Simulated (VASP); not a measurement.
Set up this calculation in VASP 6.6.1, as the native input.

* Task: single point
* Functional: LDA
* Potentials or basis: VASP PAW LDA potentials, release 64 (Mg, Li_sv)
* Cutoff: 520 eV
* k mesh: 4 × 5 × 1
* Occupations: gaussian, width 0.1 eV
* Spin: no spin polarisation
* Dipole correction: yes
* Further INCAR settings: ALGO = Normal; EDIFF = 1e-06; NBANDS = 20

The structure of LiMg8 lies in POSCAR:

```
LiMg8
1.0
    6.2932257366      0.0000000000      0.0000000000
    0.0000000000      5.0388886594      0.0000000000
    0.0000000000      0.0000000000     19.0846137325
Mg Li
8 1
Direct
    0.0000000000      0.7500000000      0.2095929242
    0.5000000000      0.7500000000      0.2095929242
    0.2500000000      0.2500000000      0.2571887995
    0.7500000000      0.2500000000      0.2571887995
    0.2500000000      0.7500000000      0.3565915112
    0.7500000000      0.7500000000      0.3565915112
    0.0000000000      0.2500000000      0.3974203428
    0.5000000000      0.2500000000      0.3974203428
    0.0000000000      0.3750000000      0.5296595895
```

These files were run (other wordings do the same):

INCAR

```
SYSTEM = LiMg8
PREC = Accurate
ENCUT = 520
EDIFF = 1E-6
ISMEAR = 0
SIGMA = 0.1
LREAL = .FALSE.
LASPH = .TRUE.
NELM = 60
ALGO = Normal
ISIF = 2
LWAVE = .FALSE.
LCHARG = .FALSE.
LDIPOL = .TRUE.
IDIPOL = 3
DIPOL = 0.5 0.5 0.330
GGA = CA
NBANDS = 20
```

KPOINTS

```
Automatic mesh
0
G
  4 5 1
  0 0 0
```

Potentials or basis: VASP PAW LDA potentials, release 64 (Mg, Li_sv).

Command:

```console
$ cat potpaw_LDA.64/Mg/POTCAR potpaw_LDA.64/Li_sv/POTCAR > POTCAR
$ mpirun -np 1 vasp_std > vasp.out
```

It gave:

- Largest force: 0.600 eV/Å

Wall time 2.9 min on 1 thread of Intel Xeon 6975P-C (shared host), peak memory 0.47 GiB.
